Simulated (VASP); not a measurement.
Pt:

```
CELL_PARAMETERS angstrom
4.94280 0.00000 0.00000
0.00000 4.94280 0.00000
0.00000 0.00000 4.94280
ATOMIC_POSITIONS crystal
Pt 0.00000 0.00000 0.00000
Pt 0.50000 0.50000 0.50000
Pt 0.25000 0.00000 0.50000
Pt 0.75000 0.00000 0.50000
Pt 0.50000 0.25000 0.00000
Pt 0.50000 0.75000 0.00000
Pt 0.00000 0.50000 0.25000
Pt 0.00000 0.50000 0.75000
```

| Property | Result |
| --- | --- |
| Program | VASP 6.6.1 |
| Task | relaxation of cell and atoms |
| Functional | PBE |
| Potentials or basis | VASP PAW PBE potentials, release 64 (Pt) |
| Cutoff | 600 eV |
| k mesh | 5 × 5 × 5 |
| Occupations | fermi-dirac, width 0.1 eV |
| Spin | no spin polarisation |

At the start: pressure 19.8 GPa; volume 15.09 Å³/atom.

Problem. Where does the relaxation end?

Solution. Over 17 steps the energy falls by 64.4 meV/atom and the volume is 16.22 Å³/atom (+7.5 %); space group Pm-3n (No. 223, to 0.1 Å) before and after.

The path:
```csv
step,energy change (eV),largest force (eV/Å),pressure (GPa),volume (Å³)
1,0.0000,0.0000,19.76,120.76
2,2.0255,0.0000,-24.96,156.30
3,-0.5125,0.0000,-1.19,130.49
4,-0.5151,0.0000,-0.16,129.88
5,-0.5151,0.0000,0.16,129.70
6,-0.5151,0.0000,0.17,129.70
7,-0.5151,0.0000,0.15,129.70
8,-0.5151,0.0000,0.15,129.70
9,-0.5151,0.0000,0.15,129.70
10,-0.5151,0.0000,0.15,129.70
11,-0.5151,0.0000,0.15,129.71
12,-0.5151,0.0000,0.15,129.71
13,-0.5151,0.0000,0.15,129.71
14,-0.5151,0.0000,0.15,129.71
15,-0.5151,0.0000,0.13,129.72
16,-0.5151,0.0000,0.10,129.73
17,-0.5151,0.0000,0.06,129.76
```

Final structure:
```
Pt
1.0
     5.06268    0.00000    0.00000
     0.00000    5.06268    0.00000
     0.00000    0.00000    5.06268
Pt
8
Direct
  0.00000 0.00000 0.00000
  0.50000 0.50000 0.50000
  0.25000 0.00000 0.50000
  0.75000 0.00000 0.50000
  0.50000 0.25000 0.00000
  0.50000 0.75000 0.00000
  0.00000 0.50000 0.25000
  0.00000 0.50000 0.75000
```
